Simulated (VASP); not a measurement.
# SrO (Fm-3m) in VASP: a series of runs

Runs on SrO. Level: PBE. Tasks: single point.

All numbers are computed with VASP 6.6.1; they aren't measurements. Logs are shortened: lines on timing, memory, paths and dates and some standing lists are left out, and cuts for length are marked.

**1. The cell of the first run**

The structure is cubic, space group Fm-3m (No. 225). The conventional cell has a = 4.956 Å, b = 4.956 Å, c = 4.956 Å, α = 90.00°, β = 90.00°, γ = 90.00°. Sr (site symmetry m-3m) has 6 O at 2.48 Å within 3.3 Å. Within 3.3 Å of O (site symmetry m-3m) lie 6 Sr at 2.48 Å.

**2. Single point, PBE (strained)**

Contents of INCAR:

```
SYSTEM = SrO
PREC     = Accurate       ! precision mode
ENCUT    = 520            ! plane-wave cutoff, eV
EDIFF    = 1E-6           ! SCF threshold, eV
ISMEAR   = 0              ! smearing method
SIGMA    = 0.02           ! smearing width, eV
LREAL    = .False.        ! projectors in reciprocal space
LASPH    = .True.         ! aspherical terms in the spheres
NELM     = 100            ! most SCF steps
ALGO     = Normal         ! electronic algorithm
ISIF     = 2              ! what is computed and relaxed
LWAVE    = .False.        ! write WAVECAR
LCHARG   = .True.         ! write CHGCAR
GGA      = PE             ! functional
LELF     = .True.         ! ELF
LVHAR    = .True.       
NBANDS   = 15             ! bands
```

Contents of KPOINTS:

```
regular mesh
0
Gamma
  8 8 8
  0 0 0
```

Contents of POSCAR:

```
SrO
1.0
    0.0000000000      2.4779039520      2.4779039520
    2.4779039520      0.0000000000      2.4779039520
    2.4779039520      2.4779039520      0.0000000000
Sr O
1 1
Direct
    0.0000000000      0.0000000000      0.0000000000
    0.5000000000      0.5000000000      0.5000000000
```

Potentials or basis: VASP PAW PBE potentials, release 64 (Sr_sv, O).

The run is started by

```bash
$ cat potpaw_PBE.64/Sr_sv/POTCAR potpaw_PBE.64/O/POTCAR > POTCAR
$ mpirun -np 1 vasp_std > vasp.out
```

OUTCAR:

```text
SYSTEM = SrO
   PREC = Accurate
   ENCUT = 520
   EDIFF = 1E-6
   ISMEAR = 0
   LREAL = .False.
   LASPH = .True.
   NELM = 100
   ISIF = 2
   GGA = PE

 ion  position               nearest neighbor table
   1  0.000  0.000  0.000-   2 2.48   2 2.48   2 2.48   2 2.48   2 2.48   2 2.48
   2  0.500  0.500  0.500-   1 2.48   1 2.48   1 2.48   1 2.48   1 2.48   1 2.48

  LATTYP: Found a face centered cubic cell.
 ALAT       =     4.9558079040

  Lattice vectors:

 A1 = (   0.0000000000,   2.4779039520,   2.4779039520)
 A2 = (   2.4779039520,   0.0000000000,   2.4779039520)
 A3 = (   2.4779039520,   2.4779039520,   0.0000000000)

Analysis of symmetry for initial positions (statically):
=====================================================================
 Subroutine PRICEL returns:
 Original cell was already a primitive cell.

 Routine SETGRP: Setting up the symmetry group for a
 face centered cubic supercell.

 Subroutine GETGRP returns: Found 48 space group operations
 (whereof 48 operations were pure point group operations)
 out of a pool of 48 trial point group operations.

The static configuration has the point symmetry O_h .

Analysis of symmetry for dynamics (positions and initial velocities):
=====================================================================
 Subroutine PRICEL returns:
 Original cell was already a primitive cell.

 Routine SETGRP: Setting up the symmetry group for a
 face centered cubic supercell.

 Subroutine GETGRP returns: Found 48 space group operations
 (whereof 48 operations were pure point group operations)
 out of a pool of 48 trial point group operations.

The dynamic configuration has the point symmetry O_h .

 Subroutine INISYM returns: Found 48 space group operations
 (whereof 48 operations are pure point group operations),
 and found     1 'primitive' translations

----------------------------------------------------------------------------------------

                                     Primitive cell

  volume of cell :      30.4287

  direct lattice vectors                    reciprocal lattice vectors
     0.000000000  2.477903952  2.477903952    -0.201783447  0.201783447  0.201783447
     2.477903952  0.000000000  2.477903952     0.201783447 -0.201783447  0.201783447
     2.477903952  2.477903952  0.000000000     0.201783447  0.201783447 -0.201783447

  length of vectors
     3.504285375  3.504285375  3.504285375     0.349499182  0.349499182  0.349499182

  position of ions in fractional coordinates (direct lattice)
[... 85 lines left out ...]
   ISIF   =      2    stress and relaxation
   ISYM   =      2    0-nonsym 1-usesym 2-fastsym
   POTIM  = 0.5000    time-step for ionic-motion
   TEBEG  =    0.0;   TEEND  =   0.0 temperature during run
   PSTRESS=    0.0 pullay stress
   NELECT =      16.0000    total number of electrons
   NUPDOWN=      -1.0000    fix difference up-down
   EMIN   =  10.00;   EMAX   =-10.00  energy-range for DOS
   EFERMI =   0.00;   METHOD = LEGACY
   ISMEAR =     0;   SIGMA  =   0.02  broadening in eV -4-tet -1-fermi 0-gaus
   EFERMI_NEDOS =   21; number of points for ismear=-14 and -15
   IALGO  =     38    algorithm
   IMIX   =      4    mixing-type and parameters
     AMIX     =   0.40;   BMIX     =  1.00
     AMIX_MAG =   1.60;   BMIX_MAG =  1.00
  volume/ion in A,a.u.               =      15.21       102.67
  Fermi-wavevector in a.u.,A,eV,Ry     =   1.321358  2.497004 23.755579  1.745986
  Thomas-Fermi vector in A             =   2.451117
   LORBIT       =      0    0 simple, 1 ext, 2 COOP (PROOUT), +10 PAW based schemes
   GGA     = PE    functional components
   LHFCALC =     F    Hartree Fock is set to
   AEXX    =    0.0000 exact exchange contribution
   IVDW    =     0    specifies the selected vdW correction
   LEPSILON=     F    determine dielectric tensor
   LRPA    =     F    only Hartree local field effects (RPA)
 non-spin polarized calculation
 Gauss-broadening in eV      SIGMA  =   0.02
  energy-cutoff  :      520.00
  volume of cell :       30.43
 maximum number of plane-waves:       869
 NGX is ok and might be reduce to    28
   NGX = 13   NGY = 13   NGZ = 13

 number of electron      16.0000004 magnetization

 Free energy of the ion-electron system (eV)
  ---------------------------------------------------
  ext. energy  EPLUGINS =         0.00000000
  ---------------------------------------------------
  free energy    TOTEN  =       -11.82273523 eV

  energy without entropy =      -11.82273523  energy(sigma->0) =      -11.82273523

 E-fermi :   2.4113     XC(G=0): -10.5619

 val. band max:        2.2295801644   @ k =   0.5000   0.5000   0.0000
 cond. band min:       5.3927827577   @ k =   0.5000   0.5000   0.0000
 fundamental gap:      3.1632025934
 Fermi energy:         2.4113255074

 k-point     1 :       0.0000    0.0000    0.0000
  band No.  band energies     occupation
      1     -29.8140      2.00000
      2     -13.0039      2.00000
      3     -11.3075      2.00000
      4     -11.3075      2.00000
      5     -11.3075      2.00000
      6       2.2251      2.00000
      7       2.2251      2.00000
      8       2.2251      2.00000
      9       7.0565      0.00000
     10       8.6606      0.00000
     11       8.6606      0.00000
     12       8.6606      0.00000
     13      11.0902      0.00000
     14      11.0902      0.00000
[... 401 lines left out ...]
      2     -14.3969      2.00000
      3     -11.8563      2.00000
      4     -11.6366      2.00000
      5     -10.4809      2.00000
      6       0.5096      2.00000
      7       1.2622      2.00000
      8       1.3922      2.00000
      9       8.9939      0.00000
     10       9.3950      0.00000
     11      12.4243      0.00000
     12      12.4943      0.00000
     13      14.8669      0.00000
     14      16.3337      0.00000
     15      16.9978      0.00000

 [... further k-points ...]
[... 5 lines left out ...]
  --------------------------------------------------------------------------------------
  -------------------------------------------------------------------------------------
  Total        3.3053922      3.3053922      3.3053922      0.0000000     -0.0000000      0.0000000
  in kB      174.0404411    174.0404411    174.0404411      0.0000000     -0.0000000      0.0000000
  external PRESSURE =     174.0404411 kB  Pullay stress =       0.0000000 kB

 VOLUME and BASIS-vectors are now :
 -----------------------------------------------------------------------------
  energy-cutoff  :      520.00
  volume of cell :       30.43
      direct lattice vectors                 reciprocal lattice vectors
     0.000000000  2.477903952  2.477903952    -0.201783447  0.201783447  0.201783447
     2.477903952  0.000000000  2.477903952     0.201783447 -0.201783447  0.201783447
     2.477903952  2.477903952  0.000000000     0.201783447  0.201783447 -0.201783447

 POSITION                                       TOTAL-FORCE (eV/Angst)
 -----------------------------------------------------------------------------------
      0.00000      0.00000      0.00000        -0.000000     -0.000000     -0.000000
      2.47790      2.47790      2.47790         0.000000      0.000000      0.000000
 -----------------------------------------------------------------------------------
    total drift:                                0.000000      0.000000      0.000000

  FREE ENERGIE OF THE ION-ELECTRON SYSTEM (eV)
  ---------------------------------------------------
  free  energy   TOTEN  =       -11.8227352281 eV

  energy  without entropy=      -11.8227352281  energy(sigma->0) =      -11.82273523
```

Run time: 20 s. Hardware: 1 thread of Intel Xeon Platinum 8259CL at 2.50GHz (Skylake/Cascade Lake), shared host; peak memory 0.15 GiB.

Results:

- Free energy: -11.8227 eV
- Pressure: 17.4 GPa
- Band gap on the k mesh: 3.16 eV, direct

Caveat: the cell differs from its parent crystal (strained). A k mesh can miss the band edges.

**3. Single point, PBE (strained)**

Contents of INCAR:

```
  PREC = Accurate
  ENCUT = 520
  EDIFF = 1E-7
  ISMEAR = 0
  SIGMA = 0.02
  LREAL = False
  LASPH = True
  NELM = 60
  ALGO = Normal
  ISIF = 2
  LWAVE = False
  LCHARG = False
  GGA = PE
  NBANDS = 15
```

Contents of KPOINTS:

```
Automatic mesh
0
Gamma
  8 8 8
```

Contents of POSCAR:

```
SrO
1.0
    0.0000000000      2.5911293400      2.5911293400
    2.5911293400      0.0000000000      2.5911293400
    2.5911293400      2.5911293400      0.0000000000
Sr O
1 1
Direct
    0.0000000000      0.0000000000      0.0000000000
    0.5000000000      0.5000000000      0.5000000000
```

Potentials or basis: VASP PAW PBE potentials, release 64 (Sr_sv, O).

The run is started by

```bash
$ cat potpaw_PBE.64/Sr_sv/POTCAR potpaw_PBE.64/O/POTCAR > POTCAR
$ mpirun -np 1 vasp_std > vasp.out
```

Wall time 21 s (1 thread of Intel Xeon Platinum 8259CL at 2.50GHz (Skylake/Cascade Lake), shared host); peak memory 0.16 GiB.

It converged, with:

```yaml
Free_energy: -12.0532 eV
Pressure: 1.2 GPa
Band_gap_on_the_k_mesh: 3.28 eV, indirect (least direct gap 3.38 eV)
```

Levels at points of the mesh, in eV from the valence-band top:
| k point | band 5 | band 6 | band 7 | band 8 | band 9 | band 10 | band 11 | band 12 |
| --- | --- | --- | --- | --- | --- | --- | --- | --- |
| (0.00, 0.00, 0.00) | -14.13 | 0.00 | 0.00 | 0.00 | 3.82 | 6.16 | 6.16 | 6.16 |
| (0.50, 0.00, 0.00) | -12.95 | -2.13 | -1.09 | -1.09 | 6.45 | 8.27 | 8.71 | 8.71 |
| (0.50, 0.50, 0.00) | -14.47 | -0.47 | -0.10 | -0.10 | 3.28 | 7.63 | 10.02 | 10.17 |

Caveat: the cell differs from its parent crystal (strained). A k mesh can miss the band edges.
